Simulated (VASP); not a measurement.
Write the native input for VASP 6.6.1 that does the following.

* Task: relaxation of cell and atoms
* Functional: PBE
* Potentials or basis: VASP PAW PBE potentials, release 64 (H, Mo_sv)
* Cutoff: 500 eV
* k mesh: 3 × 3 × 3
* Occupations: gaussian, width 0.15 eV
* Spin: no spin polarisation
* Dipole correction: no
* Further INCAR settings: ALGO = Normal; EDIFF = 1e-07; IBRION = 2; EDIFFG = -0.08; NSW = 36; ISIF = 3

The structure of MoH6 lies in POSCAR:

```
MoH6
1.0
    0.0000000000      3.2323545100      3.2323545100
    3.2323545100      0.0000000000      3.2323545100
    3.2323545100      3.2323545100      0.0000000000
H Mo
6 1
Direct
    0.5000000000      0.5000000000      0.0000000000
    0.5000000000      0.0000000000      0.5000000000
    0.0000000000      0.0000000000      0.5000000000
    0.0000000000      0.5000000000      0.0000000000
    0.0000000000      0.5000000000      0.5000000000
    0.5000000000      0.0000000000      0.0000000000
    0.0000000000      0.0000000000      0.0000000000
```

The input as run:

INCAR

```
PREC = Accurate ; ENCUT = 500
EDIFF = 1E-7 ; ISMEAR = 0
SIGMA = 0.15 ; LREAL = F
LASPH = T ; NELM = 120
ALGO = Normal ; ISIF = 3
LWAVE = F ; LCHARG = F
GGA = PE ; IBRION = 2
NSW = 36 ; EDIFFG = -0.08
GGA_COMPAT = F ; NELMIN = 4
```

KPOINTS

```
Automatic mesh
0
Gamma
  3 3 3
```

Potentials or basis: VASP PAW PBE potentials, release 64 (H, Mo_sv).

The run is started by

```bash
$ cat potpaw_PBE.64/H/POTCAR potpaw_PBE.64/Mo_sv/POTCAR > POTCAR
$ mpirun -np 1 vasp_std > vasp.out
```

Results of the run:

The relaxed volume is 5.21 Å³/atom and the relaxed cell is a = 3.723 Å, b = 3.723 Å, c = 3.723 Å, α = 60.00°, β = 60.00°, γ = 60.00°. The space group after relaxing (to 0.05 Å) is Fm-3m (No. 225) and the energy gained by relaxing is 660.3 meV/atom. The ionic steps are 6, the pressure after relaxing is 0.3 GPa and the band gap on the k mesh is 2.20 eV, indirect (least direct gap 3.03 eV).

Caveat: the k points lie up to 0.69 Å⁻¹ apart in the final cell; the volume moved by over 15 % at a fixed basis, so the end points are rough.

It took 110 s on 1 thread of AMD EPYC 7R43 64-Core Processor (Zen 3), on a shared host, peak memory 0.18 GiB.
